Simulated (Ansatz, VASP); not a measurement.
## Two plane-wave programs on Ga2O3

```
Ga O
1.0
    -2.55454    4.33011    0.03958
    -5.04242    0.03848    0.00461
    -2.53646    1.49485    4.57824
Ga O
4 6
Cartesian
  -5.1346 2.8891 0.3913
  -7.4896 4.4185 1.9886
  -5.0994 2.8814 4.2587
  -2.5442 1.4954 2.6082
  -6.1013 4.2977 3.4242
  -5.8285 1.3499 3.5443
  -3.2712 3.0921 3.4232
  -4.1291 1.4962 1.1698
  -4.2715 4.5341 1.1383
  -6.7976 2.8629 1.1654
```

Change from the starting cell: cell x1, atoms moved at random (sigma 0.05 Å) and cell strained at random (1.5 %), then relaxed without symmetry.

Alike in both runs: task relaxation of cell and atoms; functional PBE; k mesh 4 × 4 × 4; occupations gaussian, width 0.1 eV; no spin polarisation.

|  | VASP | Ansatz |
| --- | --- | --- |
| version | VASP 6.6.1 | Ansatz 0.2.0 |
| potentials or method | VASP PAW PBE potentials, release 64 (Ga_d, O), cutoff 600 eV | scalar-relativistic, plane waves, PAW |
| valence electrons in the cell | 88 | 88 |

```tsv
	VASP	Ansatz	Ansatz less VASP
gap on the k mesh at the Fermi level, each at its own relaxed structure (eV)	2.40	2.44	+0.037
relaxed volume (Å³/atom)	10.09	10.06	-0.026
relaxed cell length with the largest relative difference (Å)	5.063	5.058	-0.0051
```
